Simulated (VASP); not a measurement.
Set up this calculation in VASP 6.6.1, as the native input.

| Property | Result |
| --- | --- |
| Task | relaxation of cell and atoms |
| Functional | PBE |
| Potentials or basis | VASP PAW PBE potentials, release 64 (Ca_sv, Ge_d, N) |
| Cutoff | 600 eV |
| k mesh | 5 × 5 × 2 |
| Occupations | gaussian, width 0.2 eV |
| Spin | no spin polarisation |
| Dipole correction | no |
| Further INCAR settings | ALGO = Normal; EDIFF = 1e-07; IBRION = 2; EDIFFG = -0.08; NSW = 36; ISIF = 3 |

The structure of CaGe2N3 lies in POSCAR:

```
CaGe2N3
1.0
    3.8122918400      0.0000000000      0.0000000000
   -1.9061459200      3.3015415800      0.0000000000
    0.0000000000      0.0000000000      9.2647560300
Ca Ge N
1 2 3
Direct
    0.3333333300      0.6666666700      0.6641085700
    0.0000000000      0.0000000000      0.9968616400
    0.6666666700      0.3333333300      0.3376419500
    0.0000000000      0.0000000000      0.2503703200
    0.6666666700      0.3333333300      0.5920876900
    0.3333333300      0.6666666700      0.9089298200
```

The input as run:

INCAR

```
SYSTEM = CaGe2N3
  PREC = Accurate
  ENCUT = 600
  EDIFF = 1E-7
  ISMEAR = 0
  SIGMA = 0.2
  LREAL = .FALSE.
  LASPH = .TRUE.
  NELM = 80
  ALGO = Normal
  ISIF = 3
  LWAVE = .FALSE.
  LCHARG = .FALSE.
  GGA = PE
  IBRION = 2
  NSW = 36
  EDIFFG = -0.08
```

KPOINTS

```
regular mesh
0
G
  5 5 2
  0 0 0
```

Potentials or basis: VASP PAW PBE potentials, release 64 (Ca_sv, Ge_d, N).

Run with:

```bash
$ cat potpaw_PBE.64/Ca_sv/POTCAR potpaw_PBE.64/Ge_d/POTCAR potpaw_PBE.64/N/POTCAR > POTCAR
$ mpirun -np 1 vasp_std > vasp.out
```

It gave:

The relaxed volume is 14.40 Å³/atom, the relaxed cell is a = 3.429 Å, b = 3.429 Å, c = 8.486 Å, α = 90.00°, β = 90.00°, γ = 120.00° and the space group after relaxing (to 0.05 Å) is P3m1 (No. 156). The energy gained by relaxing is 622.2 meV/atom. The ionic steps are 13 and the pressure after relaxing is 0.1 GPa. The largest force after relaxing is 0.074 eV/Å.

Caveat: the k points lie up to 0.42 Å⁻¹ apart in the final cell; the volume moved by over 15 % at a fixed basis, so the end points are rough; the relaxation stopped at a loose force limit of 0.08 eV/Å, so its end isn't a converged minimum.

It took 6.7 min on 1 thread of Intel(R) Xeon(R) Platinum 8559C (Emerald Rapids), on a shared host, peak memory 0.28 GiB.
